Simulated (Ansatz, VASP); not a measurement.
**Hf2O in VASP and in Ansatz**

INCAR

```
PREC = Accurate
ENCUT = 600
EDIFF = 1E-6
ISMEAR = 0
SIGMA = 0.1
LREAL = False
LASPH = True
NELM = 100
ALGO = Fast
ISIF = 3
LWAVE = False
LCHARG = False
GGA = PE
IBRION = 2
NSW = 100
EDIFFG = -0.01
```

Contents of KPOINTS:

```
regular mesh
0
Gamma
  8 8 12
```

The input POSCAR:

```
Hf2O
1.0
    5.1033093858      0.0000000000      0.0000000000
    0.0000000000      5.7348061905      0.0000000000
    0.0000000000      0.0000000000      3.1815291275
Hf O
4 2
Direct
    0.2364015422      0.3397197347      0.0000000000
    0.7635984578      0.6602802653      0.0000000000
    0.7364015422      0.1602802653      0.5000000000
    0.2635984578      0.8397197347      0.5000000000
    0.0000000000      0.0000000000      0.0000000000
    0.5000000000      0.5000000000      0.5000000000
```

Input for Ansatz:

```yaml
crystal:
  lattice:
    - [5.1033093858, 0.0, 0.0]
    - [0.0, 5.7348061905, 0.0]
    - [0.0, 0.0, 3.1815291275]
  atoms:
    - { symbol: Hf, position: [0.2364015422, 0.3397197347, 0.0] }
    - { symbol: Hf, position: [0.7635984578, 0.6602802653, 0.0] }
    - { symbol: Hf, position: [0.7364015422, 0.1602802653, 0.5] }
    - { symbol: Hf, position: [0.2635984578, 0.8397197347, 0.5] }
    - { symbol: O, position: [0.0, 0.0, 0.0] }
    - { symbol: O, position: [0.5, 0.5, 0.5] }
basis:
  ecutwfc: 420
kpoints:
  mp_grid: { grid: [8, 8, 12] }
hamiltonian:
  xc: pbe
scf:
  occupations: { method: gaussian, width: 0.1 }
output:
  forces: true
  stress: true
  eigenvalues: true
relax:
  adjacent_minimum: "off"
  f_tol: 0.01
  max_steps: 80
  cell: { stress_tol: 0.05 }
```

Alike in both runs: task relaxation of cell and atoms; functional PBE; k mesh 8 × 8 × 12; occupations gaussian, width 0.1 eV; no spin polarisation.

|  | VASP | Ansatz |
| --- | --- | --- |
| version | VASP 6.6.1 | Ansatz 0.2.0 |
| potentials or method | VASP PAW PBE potentials, release 64 (Hf_pv, O), cutoff 600 eV | scalar-relativistic, plane waves, PAW |
| valence electrons in the cell | 52 | 116 |

|  | VASP | Ansatz | Ansatz less VASP |
| --- | --- | --- | --- |
| gap on the k mesh at the Fermi level, each at its own relaxed structure (eV) | none | none | - |
| relaxed volume (Å³/atom) | 15.38 | 15.53 | +0.143 |
| relaxed length of the cell vector where the two differ most in proportion (Å) | 5.088 | 5.105 | +0.0163 |

A gap of «none» marks a metal or a gap that the smearing closes. VASP's potentials hold 52 valence electrons a cell and Ansatz's 116, so a difference there can come from the potentials and not from the codes.

Spin-orbit coupling is off throughout.
